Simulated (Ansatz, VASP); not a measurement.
**Two plane-wave programs on Rb3TaTe3**

```
Rb Ta Te
1.0
     7.17023    0.00000    0.00000
     0.00000    7.17023    0.00000
     0.00000    0.00000    7.17023
Rb Ta Te
3 1 3
Direct
  0.00000 0.50000 0.50000
  0.50000 0.00000 0.50000
  0.50000 0.50000 0.00000
  0.50000 0.50000 0.50000
  0.00000 0.00000 0.50000
  0.50000 0.00000 0.00000
  0.00000 0.50000 0.00000
```

Change from the starting cell: species swapped into the La3GaBr3 type (Pm-3m, No. 221).

Alike in both runs: functional PBE; k mesh 4 × 4 × 4; occupations gaussian, width 0.1 eV; no spin polarisation.

Ansatz relaxed the structure, and its values are those at the end. VASP's run is a single point on that final structure, the one shown.

```csv
,VASP,Ansatz
version,VASP 6.6.1,Ansatz 0.2.0
potentials or method,"VASP PAW PBE potentials, release 64 (Rb_sv, Ta_pv, Te), cutoff 520 eV","scalar-relativistic, plane waves, PAW"
valence electrons in the cell,56,88
```

|  | VASP | Ansatz | Ansatz less VASP |
| --- | --- | --- | --- |
| gap on the k mesh at the Fermi level (eV) | none | none | - |
| pressure (GPa) | 0.2 | 0.2 | -0.01 |

A gap of «none» marks a metal or a gap that the smearing closes. VASP's potentials hold 56 valence electrons a cell and Ansatz's 88, so a difference there can come from the potentials and not from the codes.

Neither program's run includes spin-orbit coupling.
